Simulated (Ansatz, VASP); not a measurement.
# PtSe2: VASP beside Ansatz

File INCAR:

```
SYSTEM = PtSe2
  ALGO = Normal
  DIPOL = 0.5 0.5 0.500
  EDIFF = 1E-7
  EDIFFG = -0.01
  ENCUT = 520
  GGA = PE
  IBRION = 2
  IDIPOL = 3
  ISIF = 2
  ISMEAR = 0
  IVDW = 12
  LASPH = .True.
  LCHARG = .False.
  LDIPOL = .True.
  LREAL = .False.
  LWAVE = .False.
  NELM = 80
  NSW = 60
  PREC = Accurate
  SIGMA = 0.02
```

KPOINTS

```
k-points
0
Gamma
  12 12 1
  0 0 0
```

Contents of POSCAR:

```
PtSe2
1.0
    3.5585914897      0.0000000000      0.0000000000
   -1.7792957448      3.0818306317      0.0000000000
    0.0000000000      0.0000000000     31.1216233429
Se Pt
2 1
Direct
    0.6666666667      0.3333333333      0.4574342816
    0.3333333333      0.6666666667      0.5425657184
    0.0000000000      0.0000000000      0.5000000000
```

Input for Ansatz:

```yaml
crystal:
  lattice:
    - [3.5585914897, 0.0, 0.0]
    - [-1.7792957448, 3.0818306317, 0.0]
    - [0.0, 0.0, 31.1216233429]
  atoms:
    - { symbol: Se, position: [0.6666666667, 0.3333333333, 0.4574342816] }
    - { symbol: Pt, position: [0.0, 0.0, 0.5] }
    - { symbol: Se, position: [0.3333333333, 0.6666666667, 0.5425657184] }
  periodic: [true, true, false]
basis:
  ecutwfc: 420
kpoints:
  mp_grid: { grid: [12, 12, 1] }
  band_path:
    path:
      - [0, 0, 0]
      - [0.5, 0, 0]
      - [0.3333333333333, 0.3333333333333, 0]
      - [0, 0, 0]
    npoints: 8
hamiltonian:
  xc: pbe
  dispersion: d3bj
scf:
  occupations: { method: gaussian, width: 0.02 }
output:
  forces: true
  stress: true
  eigenvalues: true
  write_density: true
  write_potential: true
  elf: true
  volumetric_format: npy
relax:
  adjacent_minimum: "off"
  f_tol: 0.01
  max_steps: 40
```

Change from the starting cell: biaxial strain -0.040, atoms relaxed.

Alike in both runs: task relaxation of the atoms; functional PBE; dispersion D3(BJ); k mesh 12 × 12 × 1; occupations gaussian, width 0.02 eV; no spin polarisation.

```csv
,VASP,Ansatz
version,VASP 6.6.1,Ansatz 0.2.0
potentials or method,"VASP PAW PBE potentials, release 64 (Se, Pt), cutoff 520 eV","scalar-relativistic, plane waves, PAW"
valence electrons in the cell,22,50
```

|  | VASP | Ansatz | Ansatz less VASP |
| --- | --- | --- | --- |
| gap on the k mesh at the Fermi level, each at its own relaxed structure (eV) | 1.01 | 1.02 | +0.010 |

VASP's potentials hold 22 valence electrons a cell and Ansatz's 50, so a difference there can come from the potentials and not from the codes. Ansatz's warnings: stress scf threshold loose, xc potential rough in thin density.

Spin-orbit coupling is off throughout.
